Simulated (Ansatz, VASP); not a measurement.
# Two plane-wave programs on HfBi3O

```
Hf Bi O
1.0
     5.56759    0.00000    0.00000
     0.00000    5.56759    0.00000
     0.00000    0.00000    5.65114
Hf Bi O
1 3 1
Cartesian
  2.7838 2.7838 3.4402
  2.7838 2.7838 0.6148
  2.7838 0.0000 3.4406
  0.0000 2.7838 3.4406
  0.0000 0.0000 -2.2164
```

Change from the starting cell: species swapped into the BaTiO3 type (P4mm, No. 99).

Alike in both runs: functional PBE; k mesh 4 × 4 × 4; occupations gaussian, width 0.1 eV; no spin polarisation.

Ansatz relaxed the structure, and its values are those at the end. VASP's run is a single point on that final structure, the one shown.

|  | VASP | Ansatz |
| --- | --- | --- |
| version | VASP 6.6.1 | Ansatz 0.2.0 |
| potentials or method | VASP PAW PBE potentials, release 64 (Hf_pv, Bi_d, O), cutoff 520 eV | scalar-relativistic, plane waves, PAW |
| valence electrons in the cell | 61 | 77 |

```csv
,VASP,Ansatz,Ansatz less VASP
gap on the k mesh at the Fermi level (eV),none,none,-
pressure (GPa),-0.3,-0.1,+0.14
rms of the force components (eV/Å),0.004,0.004,-0.0001
```

A gap of «none» marks a metal or a gap that the smearing closes. VASP's potentials hold 61 valence electrons a cell and Ansatz's 77, so a difference there can come from the potentials and not from the codes.

Neither program's run includes spin-orbit coupling.
